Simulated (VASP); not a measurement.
Crystal: Be2ZnSe3.

```
Be Zn Se
1.0
     2.79718   -4.69760    0.00000
     2.79718    4.69760    0.00000
     0.00000    0.00000    4.34029
Be Zn Se
2 1 3
Direct
  0.50000 0.00000 0.50000
  0.00000 0.50000 0.50000
  0.00000 0.00000 0.00000
  0.66109 0.33891 0.00000
  0.33891 0.66109 0.00000
  0.50000 0.50000 0.50000
```

The cell was built from a structure type or drawn by symmetry, and may not be a known phase.

| Item | Value |
| --- | --- |
| Program | VASP 6.6.1 |
| Task | relaxation of cell and atoms |
| Functional | PBE |
| Potentials or basis | VASP PAW PBE potentials, release 64 (Be, Zn, Se) |
| Cutoff | 600 eV |
| k mesh | 4 × 4 × 4 |
| Occupations | gaussian, width 0.1 eV |
| Spin | no spin polarisation |

At the start: pressure -0.0 GPa; volume 19.01 Å³/atom.

Question: How do energy, volume and symmetry change on relaxing?

Answer: Over 35 steps the energy falls by 699.9 meV/atom and the volume is 19.31 Å³/atom (+1.6 %); space group Cmmm (No. 65, to 0.1 Å) before and after.

The path:
| step | energy change (eV) | largest force (eV/Å) | pressure (GPa) | volume (Å³) |
| --- | --- | --- | --- | --- |
| 1 | 0.0000 | 1.3629 | -0.04 | 114.06 |
| 2 | -0.3472 | 0.9394 | -0.52 | 113.90 |
| 3 | -0.9634 | 0.1839 | 0.12 | 112.48 |
| 4 | -0.1730 | 0.8676 | 12.45 | 105.80 |
| 5 | -1.0709 | 0.1344 | 1.81 | 111.09 |
| 6 | -1.3746 | 0.3829 | 0.45 | 117.40 |
| 7 | -2.3159 | 0.1342 | -2.06 | 134.09 |
| 8 | -2.2922 | 0.0902 | -1.95 | 131.83 |
| 9 | -2.3150 | 0.1188 | -2.03 | 133.29 |
| 10 | -2.0984 | 0.2451 | 2.72 | 124.00 |
| 11 | -2.3486 | 0.1532 | -1.03 | 131.08 |
| 12 | -2.4230 | 0.2207 | 0.52 | 124.28 |
| 13 | -2.4590 | 0.3641 | 2.22 | 118.17 |
| 14 | -2.4775 | 0.4276 | 2.31 | 117.47 |
| 15 | -2.5277 | 0.6257 | 2.68 | 115.33 |
| 16 | -2.5859 | 1.0815 | 3.86 | 110.94 |
| 17 | -2.6728 | 1.2778 | 3.08 | 111.41 |
| 18 | -2.8602 | 1.6912 | 1.33 | 112.60 |
| 19 | -2.7707 | 1.6916 | 0.98 | 113.99 |
| 20 | -2.8781 | 1.7988 | 0.72 | 113.27 |
| 21 | -3.0350 | 1.8099 | -0.11 | 114.36 |
| 22 | -3.3366 | 0.9059 | -0.93 | 117.58 |
| 23 | -3.6355 | 0.6253 | -1.02 | 117.26 |
| 24 | -4.0449 | 0.0868 | -0.21 | 116.03 |
| 25 | -4.0832 | 0.3332 | 0.36 | 115.42 |
| 26 | -4.0844 | 0.4180 | 0.59 | 115.19 |
| 27 | -4.1762 | 0.1664 | -0.41 | 116.14 |
| 28 | -4.1814 | 0.2884 | -0.58 | 116.40 |
| 29 | -4.1918 | 0.1609 | 0.03 | 115.41 |
| 30 | -4.1921 | 0.1381 | 0.15 | 115.24 |
| 31 | -4.1941 | 0.0746 | 0.09 | 115.43 |
| 32 | -4.1951 | 0.0132 | 0.02 | 115.68 |
| 33 | -4.1966 | 0.0005 | -0.05 | 115.86 |
| 34 | -4.1982 | 0.0358 | -0.27 | 116.38 |
| 35 | -4.1992 | 0.0124 | 0.04 | 115.89 |

Final structure:
```
Be Zn Se
1.0
     3.09508   -5.59899    0.00000
     3.09508    5.59899    0.00000
     0.00000    0.00000    3.34365
Be Zn Se
2 1 3
Direct
  0.50000 0.00000 0.50000
  0.00000 0.50000 0.50000
  0.00000 0.00000 0.00000
  0.79404 0.20596 0.00000
  0.20596 0.79404 0.00000
  0.50000 0.50000 0.50000
```

Caveat: the k points lie up to 0.47 Å⁻¹ apart in the final cell, too coarse for converged energies and pressures of a metal; a cell axis changed by over 15 % at a fixed basis, so the end point is rough.
